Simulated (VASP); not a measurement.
A run of VASP 6.6.1:

INCAR

```
PREC = Accurate ; ENCUT = 520
EDIFF = 1E-6 ; ISMEAR = 0
SIGMA = 0.05 ; LREAL = False
LASPH = True ; NELM = 60
ALGO = Normal ; ISIF = 2
LWAVE = False ; LCHARG = False
GGA = PE ; NBANDS = 15
```

File KPOINTS:

```
regular mesh
0
Gamma
  6 6 6
```

Contents of POSCAR:

```
RbBr
1.0
    4.3606181872      0.0000000000      0.0000000000
    0.0000000000      4.3606181872      0.0000000000
    0.0000000000      0.0000000000      4.1929021031
Rb Br
1 1
Direct
    0.0000000000      0.0000000000      0.0000000000
    0.5000000000      0.5000000000      0.5000000000
```

Potentials or basis: VASP PAW PBE potentials, release 64 (Rb_sv, Br).

The run is started by

```bash
$ cat potpaw_PBE.64/Rb_sv/POTCAR potpaw_PBE.64/Br/POTCAR > POTCAR
$ mpirun -np 1 vasp_std > vasp.out
```

Hardware: 1 thread of Intel(R) Xeon(R) Platinum 8488C (Sapphire Rapids), on a shared host.

Task: How long does it take, and how much memory?

Result: Run time: 27 s on 1 thread of Intel(R) Xeon(R) Platinum 8488C (Sapphire Rapids), with other jobs on the host, peak memory 0.19 GiB. Counts: scf iterations 13, k points 40.
